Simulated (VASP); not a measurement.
Input of a VASP 6.6.1 run:

The input POSCAR:

```
BN
1.0
    0.0153609458      1.8005138019      1.8005138019
    1.8005138019      0.0153609458      1.8005138019
    1.8005138019      1.8005138019      0.0153609458
B N
1 1
Direct
    0.0000591269      0.0000591269      0.0000591269
    0.2499408731      0.2499408731      0.2499408731
```

Contents of INCAR.step1:

```
ALGO = Normal ; EDIFF = 1E-4
ENCUT = 520 ; GGA = PE
ISMEAR = 0 ; LASPH = True
LCHARG = False ; LREAL = False
LWAVE = True ; NBANDS = 11
NELM = 80 ; PREC = Accurate
SIGMA = 0.01
```

File INCAR.step2:

```
ALGO = Normal ; EDIFF = 1E-6
ENCUT = 520 ; ISIF = 2
ISMEAR = 0 ; ISTART = 1
LASPH = True ; LCHARG = True
LELF = True ; LMIXTAU = True
LREAL = False ; LVHAR = True
LWAVE = False ; METAGGA = R2SCAN
NBANDS = 11 ; NELM = 80
PREC = Accurate ; SIGMA = 0.01
```

Contents of KPOINTS:

```
k-points
0
Gamma
  12 12 12
```

Potentials or basis: VASP PAW PBE potentials, release 64 (B, N).

Launch:

```sh
$ cat potpaw_PBE.64/B/POTCAR potpaw_PBE.64/N/POTCAR > POTCAR
$ cp INCAR.step1 INCAR
$ mpirun -np 1 vasp_std > vasp.out
$ cp INCAR.step2 INCAR
$ mpirun -np 1 vasp_std > vasp.out
```

What does it give for the pressure?

9.4 GPa.

Estimate the largest force.

0.003 eV/Å.

Stress tensor (GPa, compression positive):
```
 9.41 -4.21 -4.21
-4.21  9.41 -4.21
-4.21 -4.21  9.41
```

Caveat: the cell differs from its parent crystal (epitaxial 111 strain -1.1%); the PAW data sets were made with another functional, which shifts forces and pressure a little.
